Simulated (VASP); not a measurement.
**Au: single point with r2SCAN**

Crystal: Au.

```
Au
1.0
     0.00000    2.06291    2.06291
     2.06291    0.00000    2.06291
     2.06291    2.06291    0.00000
Au
1
Cartesian
  0.0000 0.0000 0.0000
```

* Program: VASP 6.6.1
* Task: single point
* Functional: r2SCAN
* Potentials or basis: VASP PAW PBE potentials, release 64 (Au)
* Cutoff: 520 eV
* k mesh: 18 × 18 × 18
* Occupations: gaussian, width 0.05 eV
* Spin: no spin polarisation
* Dipole correction: no
* Further INCAR settings: ALGO = Normal; EDIFF = 1e-07; NBANDS = 12

```
Pressure               : 0.1 GPa
Band gap on the k mesh : zero (an odd number of electrons rules out a gap without spin polarisation)
```

Levels at points of the mesh, in eV from the Fermi level:
| k point | band 4 | band 5 | band 6 | band 7 | band 8 | band 9 |
| --- | --- | --- | --- | --- | --- | --- |
| (0.00, 0.00, 0.00) | -4.75 | -3.30 | -3.30 | 15.39 | 19.30 | 19.30 |
| (0.50, 0.00, 0.00) | -2.11 | -2.11 | -0.62 | 3.05 | 14.87 | 17.72 |
| (0.50, 0.50, 0.00) | -1.79 | -1.79 | 1.31 | 5.79 | 10.47 | 10.47 |

Run time: 7.9 min on 1 thread of AMD EPYC 7571 (shared host), peak memory 0.14 GiB.

Caveat: the PAW data sets were made with another functional, which shifts forces and pressure a little; spin-orbit coupling is left out, which moves the levels of the heavy elements.
